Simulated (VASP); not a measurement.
Set up this calculation in VASP 6.6.1, as the native input.

```yaml
Task: single point
Functional: PBE
Potentials_or_basis: VASP PAW PBE potentials, release 64 (Li_sv, Cl)
Cutoff: 520 eV
k_mesh: 4 × 4 × 4
Occupations: gaussian, width 0.1 eV
Spin: no spin polarisation
Dipole_correction: no
Further_INCAR_settings: ALGO = Normal; EDIFF = 1e-06; NBANDS = 28
```

The structure of Li5Cl3 lies in POSCAR:

```
Li5Cl3
1.0
   -3.3734515041      3.3734515041      3.3734515041
    3.3734515041     -3.3734515041      3.3734515041
    3.3734515041      3.3734515041     -3.3734515041
Li Cl
5 3
Direct
    0.5000000000      0.5000000000      0.5000000000
    0.0000000000      0.0000000000      0.5000000000
    0.0000000000      0.5000000000      0.0000000000
    0.5000000000      0.0000000000      0.0000000000
    0.0000000000      0.0000000000      0.0000000000
    0.0000000000      0.5000000000      0.5000000000
    0.5000000000      0.0000000000      0.5000000000
    0.5000000000      0.5000000000      0.0000000000
```

The cell was generated, and may not be a known phase.

The input as run:

INCAR

```
ALGO = Normal ; EDIFF = 1E-6
ENCUT = 520 ; GGA = PE
ISIF = 2 ; ISMEAR = 0
LASPH = True ; LCHARG = False
LREAL = False ; LWAVE = False
NBANDS = 28 ; NELM = 60
PREC = Accurate ; SIGMA = 0.1
```

KPOINTS

```
k-points
0
Gamma
  4 4 4
```

Potentials or basis: VASP PAW PBE potentials, release 64 (Li_sv, Cl).

Run with:

```console
$ cat potpaw_PBE.64/Li_sv/POTCAR potpaw_PBE.64/Cl/POTCAR > POTCAR
$ mpirun -np 1 vasp_std > vasp.out
```

It gave:

```json
{"Band gap on the k mesh": "zero (filled and empty bands touch)"}
```

Wall time 24 s on 1 thread of AMD EPYC 9R45 96-Core Processor (Zen 5), with other jobs on the host, peak memory 0.28 GiB.
